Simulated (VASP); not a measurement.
# Ir (Fm-3m) in VASP: notebook, part 3 of 3

VASP 6.6.1. Earlier steps stand in the parts before.

### Step 5. Single point, PBE0

This run uses another cell than the first one, of 14.90 Å³/atom.

Contents of POSCAR:

```
Ir
1.0
    0.0000000000      1.9531703226      1.9531703226
    1.9531703226      0.0000000000      1.9531703226
    1.9531703226      1.9531703226      0.0000000000
Ir
1
Direct
    0.0000000000      0.0000000000      0.0000000000
```

Contents of INCAR.step1:

```
PREC     = Accurate       # precision mode
ENCUT    = 420            # plane-wave cutoff, eV
EDIFF    = 1E-5           # SCF threshold, eV
ISMEAR   = -1             # smearing method
SIGMA    = 0.05           # smearing width, eV
LREAL    = False          # projectors in reciprocal space
LASPH    = True           # aspherical terms in the spheres
NELM     = 120            # most SCF steps
ALGO     = Normal         # electronic algorithm
ISIF     = 2              # what is computed and relaxed
LWAVE    = True           # write WAVECAR
LCHARG   = False          # write CHGCAR
NBANDS   = 14             # bands
GGA      = PE             # functional
GGA_COMPAT= False
```

Contents of INCAR.step2:

```
PREC     = Accurate       # precision mode
ENCUT    = 420            # plane-wave cutoff, eV
EDIFF    = 1E-6           # SCF threshold, eV
ISMEAR   = -1             # smearing method
SIGMA    = 0.05           # smearing width, eV
LREAL    = False          # projectors in reciprocal space
LASPH    = True           # aspherical terms in the spheres
NELM     = 120            # most SCF steps
ALGO     = Normal         # electronic algorithm
ISIF     = 2              # what is computed and relaxed
LWAVE    = False          # write WAVECAR
LCHARG   = False          # write CHGCAR
GGA      = PE             # functional
LHFCALC  = True           # exact exchange
AEXX     = 0.25           # exact-exchange fraction
PRECFOCK = Normal       
NBANDS   = 14             # bands
ISTART   = 1            
GGA_COMPAT= False
```

Contents of KPOINTS:

```
regular mesh
0
Gamma
  6 6 6
```

Potentials or basis: VASP PAW PBE potentials, release 64 (Ir_sv_GW).

Launch:

```console
$ cat potpaw_PBE.64/Ir_sv_GW/POTCAR > POTCAR
$ cp INCAR.step1 INCAR
$ mpirun -np 1 vasp_std > vasp.out
$ cp INCAR.step2 INCAR
$ mpirun -np 1 vasp_std > vasp.out
```

OUTCAR:

```text
PREC = Accurate
   ENCUT = 420
   EDIFF = 1E-6
   ISMEAR = -1
   LREAL = False
   LASPH = True
   NELM = 120
   ISIF = 2
   GGA = PE
   LHFCALC = True
   AEXX = 0.25
   PRECFOCK = Normal
   ISTART = 1

 ion  position               nearest neighbor table
   1  0.000  0.000  0.000-

  LATTYP: Found a face centered cubic cell.
 ALAT       =     3.9063406452

  Lattice vectors:

 A1 = (   0.0000000000,   1.9531703226,   1.9531703226)
 A2 = (   1.9531703226,   0.0000000000,   1.9531703226)
 A3 = (   1.9531703226,   1.9531703226,   0.0000000000)

Analysis of symmetry for initial positions (statically):
=====================================================================
 Subroutine PRICEL returns:
 Original cell was already a primitive cell.

 Routine SETGRP: Setting up the symmetry group for a
 face centered cubic supercell.

 Subroutine GETGRP returns: Found 48 space group operations
 (whereof 48 operations were pure point group operations)
 out of a pool of 48 trial point group operations.

The static configuration has the point symmetry O_h .

Analysis of symmetry for dynamics (positions and initial velocities):
=====================================================================
 Subroutine PRICEL returns:
 Original cell was already a primitive cell.

 Routine SETGRP: Setting up the symmetry group for a
 face centered cubic supercell.

 Subroutine GETGRP returns: Found 48 space group operations
 (whereof 48 operations were pure point group operations)
 out of a pool of 48 trial point group operations.

The dynamic configuration has the point symmetry O_h .

 Subroutine INISYM returns: Found 48 space group operations
 (whereof 48 operations are pure point group operations),
 and found     1 'primitive' translations

----------------------------------------------------------------------------------------

                                     Primitive cell

  volume of cell :      14.9022

  direct lattice vectors                    reciprocal lattice vectors
     0.000000000  1.953170323  1.953170323    -0.255994060  0.255994060  0.255994060
     1.953170323  0.000000000  1.953170323     0.255994060 -0.255994060  0.255994060
     1.953170323  1.953170323  0.000000000     0.255994060  0.255994060 -0.255994060

  length of vectors
     2.762199960  2.762199960  2.762199960     0.443394718  0.443394718  0.443394718

  position of ions in fractional coordinates (direct lattice)
     0.000000000  0.000000000  0.000000000

  ion indices of the primitive-cell ions
   primitive index   ion index
                 1           1

----------------------------------------------------------------------------------------

 KPOINTS: regular mesh

Automatic generation of k-mesh.
 Grid dimensions read from file:
 generate k-points for:    6    6    6

[... 34 lines left out ...]
 -0.333333  0.333333  0.166667     24.000000
 -0.333333  0.500000  0.166667     12.000000
   k-points           NKPTS =     16   k-points in BZ     NKDIM =    216   number of bands    NBANDS=     14
   number of dos      NEDOS =    301   number of ions     NIONS =      1
   total plane-waves  NPLWV =   5832
   dimension x,y,z NGX =    18 NGY =   18 NGZ =   18
   dimension x,y,z NGXF=    36 NGYF=   36 NGZF=   36
   ions per type =               1
   NGX,Y,Z   is equivalent  to a cutoff of  10.83, 10.83, 10.83 a.u.
   NGXF,Y,Z  is equivalent  to a cutoff of  21.67, 21.67, 21.67 a.u.
 SYSTEM =  unknown system
   PREC   = accura    normal or accurate (medium, high low for compatibility)
   ISTART =      1    job   : 0-new  1-cont  2-samecut
   ICHARG =      0    charge: 1-file 2-atom 10-const
   ISPIN  =      1    spin polarized calculation?
   LNONCOLLINEAR =      F non collinear calculations
   LSORBIT =      F    spin-orbit coupling
   LASPH  =      T    aspherical Exc in radial PAW
   ENCUT  =  420.0 eV  30.87 Ry    5.56 a.u.   4.62  4.62  4.62*2*pi/ulx,y,z
   NELM   =    120;   NELMIN=  2; NELMDL=  0     # of ELM steps
   EDIFF  = 0.1E-05   stopping-criterion for ELM
   LREAL  =      F    real-space projection
   EDIFFG = 0.1E-04   stopping-criterion for IOM
   NSW    =      0    number of steps for IOM
   IBRION =     -1    ionic relax: 0-MD 1-quasi-New 2-CG
   NFREE  =      0    steps in history (QN), initial steepest desc. (CG)
   ISIF   =      2    stress and relaxation
   ISYM   =      3    0-nonsym 1-usesym 2-fastsym
   POTIM  = 0.5000    time-step for ionic-motion
   TEBEG  =    0.0;   TEEND  =   0.0 temperature during run
   PSTRESS=    0.0 pullay stress
   NELECT =      17.0000    total number of electrons
   NUPDOWN=      -1.0000    fix difference up-down
   EMIN   =  10.00;   EMAX   =-10.00  energy-range for DOS
   EFERMI =   0.00;   METHOD = LEGACY
   ISMEAR =    -1;   SIGMA  =   0.05  broadening in eV -4-tet -1-fermi 0-gaus
   EFERMI_NEDOS =   21; number of points for ismear=-14 and -15
   IALGO  =     38    algorithm
   IMIX   =      1    mixing-type and parameters
     AMIX     =   0.40;   BMIX     =  1.00
     AMIX_MAG =   1.60;   BMIX_MAG =  1.00
  volume/ion in A,a.u.               =      14.90       100.56
  Fermi-wavevector in a.u.,A,eV,Ry     =   1.710571  3.232510 39.811355  2.926052
  Thomas-Fermi vector in A             =   2.788845
   LORBIT       =      0    0 simple, 1 ext, 2 COOP (PROOUT), +10 PAW based schemes
   GGA     = PE    functional components
   LHFCALC =     T    Hartree Fock is set to
   PRECFOCK=normal    Normal, Fast or Accurate (Low or Medium for compatibility)
   ENCUT4O =  -1.0   cutoff for four orbital integrals eV
   NKREDX  =     1    reduce k-point grid by
   NKREDY  =     1    reduce k-point grid by
   NKREDZ  =     1    reduce k-point grid by
   AEXX    =    0.2500 exact exchange contribution
   HFSCREEN=    0.0000 screening length (either q_TF or 0.3 A-1)
   HFSCREENC=   0.0000 screening length for correlation (either q_TF or 0.3 A-1)
   ENCUTFOCK=  -1.0 apply spherical cutoff to Coloumb kernel
   IVDW    =     0    specifies the selected vdW correction
   LEPSILON=     F    determine dielectric tensor
   LRPA    =     F    only Hartree local field effects (RPA)
 non-spin polarized calculation
  energy-cutoff  :      420.00
  volume of cell :       14.90
 maximum number of plane-waves:       302
  NGX = 14; NGY = 14; NGZ = 14

 number of electron      17.0000001 magnetization

 Free energy of the ion-electron system (eV)
  ---------------------------------------------------
  ext. energy  EPLUGINS =         0.00000000
  ---------------------------------------------------
  free energy    TOTEN  =        -9.86683300 eV

  energy without entropy =       -9.86006580  energy(sigma->0) =       -9.86344940

 E-fermi :  10.9187     XC(G=0): -11.1319

 val. band max:       10.8612977245   @ k =   0.5000   0.3333   0.1667
 cond. band min:      11.5798216016   @ k =   0.3333   0.0000   0.0000
 fundamental gap:      0.7185238771
 Fermi energy:        10.9187374417

 k-point     1 :       0.0000    0.0000    0.0000
  band No.  band energies     occupation
      1     -86.0990      2.00000
      2     -41.1912      2.00000
      3     -41.1912      2.00000
      4     -41.1912      2.00000
      5      -0.5081      2.00000
      6       6.9148      2.00000
      7       6.9148      2.00000
      8       6.9148      2.00000
      9       9.5015      2.00000
     10       9.5015      2.00000
     11      26.6625      0.00000
     12      32.1315      0.00000
     13      32.1315      0.00000
     14      32.1315      0.00000
[... 241 lines left out ...]
      1     -86.0133      2.00000
      2     -41.8357      2.00000
      3     -41.6095      2.00000
      4     -41.4964      2.00000
      5       3.8344      2.00000
      6       4.5457      2.00000
      7       7.9239      2.00000
      8       9.8664      2.00000
      9      13.5693      0.00000
     10      19.2026      0.00000
     11      21.0228      0.00000
     12      23.1780      0.00000
     13      25.6656      0.00000
     14      37.1195      0.00000

------------------------ aborting loop because EDIFF is reached ----------------------------------------

  FORCE on cell =-STRESS in cart. coord.  units (eV):
  Direction    XX          YY          ZZ          XY          YZ          ZX
  --------------------------------------------------------------------------------------
  -------------------------------------------------------------------------------------
  Total       -2.1325835     -2.1325835     -2.1325835      0.0000000     -0.0000000      0.0000000
  in kB     -229.2800583   -229.2800583   -229.2800583      0.0000000     -0.0000000      0.0000000
  external PRESSURE =    -229.2800583 kB  Pullay stress =       0.0000000 kB

 VOLUME and BASIS-vectors are now :
 -----------------------------------------------------------------------------
  energy-cutoff  :      420.00
  volume of cell :       14.90
      direct lattice vectors                 reciprocal lattice vectors
     0.000000000  1.953170323  1.953170323    -0.255994060  0.255994060  0.255994060
     1.953170323  0.000000000  1.953170323     0.255994060 -0.255994060  0.255994060
     1.953170323  1.953170323  0.000000000     0.255994060  0.255994060 -0.255994060

 POSITION                                       TOTAL-FORCE (eV/Angst)
 -----------------------------------------------------------------------------------
      0.00000      0.00000      0.00000        -0.000000     -0.000000      0.000000
 -----------------------------------------------------------------------------------
    total drift:                               -0.000000     -0.000000     -0.000000

  FREE ENERGIE OF THE ION-ELECTRON SYSTEM (eV)
  ---------------------------------------------------
  free  energy   TOTEN  =        -9.8668329976 eV

  energy  without entropy=       -9.8600657989  energy(sigma->0) =       -9.86344940
```

Run time: 8.8 min. Hardware: 1 thread of Intel Xeon Platinum 8259CL at 2.50GHz (Skylake/Cascade Lake), shared host; peak memory 0.13 GiB.

Results:

| Item | Value |
| --- | --- |
| Free energy | -9.8668 eV |
| Pressure | -22.9 GPa |
| Band gap on the k mesh | zero (an odd number of electrons rules out a gap without spin polarisation) |

Caveat: the k points lie up to 0.46 Å⁻¹ apart, too coarse for converged energies and pressures of a metal; the PAW data sets were made with another functional, which shifts forces and pressure a little; spin-orbit coupling is left out, which moves the levels of the heavy elements.

### Step 6. The runs side by side

| level | cell | cutoff (eV) | share of exact exchange | gap on the mesh (eV) | pressure (GPa) |
| --- | --- | --- | --- | --- | --- |
| PBE0 | a = 2.654 Å, angles 60.0°, 1 atom | 420 | 0.25 | none | 25.0 |
| r2SCANh | a = 2.762 Å, angles 60.0°, 1 atom | 460 | 0.1 | none | -22.4 |
| PBE0 | a = 2.727 Å, angles 60.0°, 1 atom | 420 | 0.25 | none | -10.7 |
| PBE0 | a = 2.762 Å, angles 60.0°, 1 atom | 420 | 0.25 | none | -22.9 |

Alike in all rows: task single point; potentials or basis VASP PAW PBE potentials, release 64 (Ir_sv_GW); no spin polarisation; k mesh 6 × 6 × 6; smearing fermi-dirac 0.05 eV.

Caveats: all runs use coarse meshes; the PAW data sets were made with another functional, which shifts forces and pressure a little; spin-orbit coupling is left out, which moves the levels of the heavy elements.

Total energies depend on the potentials used, so only differences within one code and one set of settings carry meaning.

The gap in the log of VASP goes by the Fermi energy; the results here count the filled bands.